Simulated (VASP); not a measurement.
Here is a VASP 6.6.1 calculation.

File INCAR:

```
SYSTEM = CaCu3C2
PREC = Accurate
ENCUT = 600
EDIFF = 1E-6
ISMEAR = 0
SIGMA = 0.1
LREAL = .False.
LASPH = .True.
NELM = 80
ALGO = Fast
ISIF = 3
LWAVE = .False.
LCHARG = .False.
GGA = PE
IBRION = 2
NSW = 90
EDIFFG = -0.04
```

KPOINTS

```
regular mesh
0
Gamma
  4 4 4
  0 0 0
```

Contents of POSCAR:

```
CaCu3C2
1.0
   -2.7554729400      2.7554729400      3.0702257700
    2.7554729400     -2.7554729400      3.0702257700
    2.7554729400      2.7554729400     -3.0702257700
Ca Cu C
1 3 2
Direct
    0.0000000000      0.0000000000      0.0000000000
    0.5000000000      0.0000000000      0.5000000000
    0.0000000000      0.5000000000      0.5000000000
    0.5000000000      0.5000000000      0.0000000000
    0.7500000000      0.2500000000      0.5000000000
    0.2500000000      0.7500000000      0.5000000000
```

Potentials or basis: VASP PAW PBE potentials, release 64 (Ca_sv, Cu, C).

Launch:

```console
$ cat potpaw_PBE.64/Ca_sv/POTCAR potpaw_PBE.64/Cu/POTCAR potpaw_PBE.64/C/POTCAR > POTCAR
$ mpirun -np 1 vasp_std > vasp.out
```

**Question.** Estimate the relaxed cell.

**Answer.** a = 5.179 Å, b = 5.179 Å, c = 5.179 Å, α = 118.01°, β = 118.01°, γ = 93.47°.

**Question.** Predict the band gap on the k mesh.

**Answer.** Zero (an odd number of electrons rules out a gap without spin polarisation).

**Question.** Predict the space group after relaxing (to 0.1 Å).

**Answer.** I4/mmm (No. 139).

Final structure:
```cif
data_structure
_symmetry_space_group_name_H-M 'P 1'
_symmetry_Int_Tables_number 1
_cell_length_a 5.1788
_cell_length_b 5.1788
_cell_length_c 5.1788
_cell_angle_alpha 118.014
_cell_angle_beta 118.014
_cell_angle_gamma 93.475
_cell_volume 100.96
loop_
_atom_site_label
_atom_site_type_symbol
_atom_site_fract_x
_atom_site_fract_y
_atom_site_fract_z
_atom_site_occupancy
Ca1 Ca 0.00000 0.00000 0.00000 1
Cu1 Cu 0.50000 0.00000 0.50000 1
Cu2 Cu 0.00000 0.50000 0.50000 1
Cu3 Cu 0.50000 0.50000 0.00000 1
C1 C 0.75000 0.25000 0.50000 1
C2 C 0.25000 0.75000 0.50000 1
```
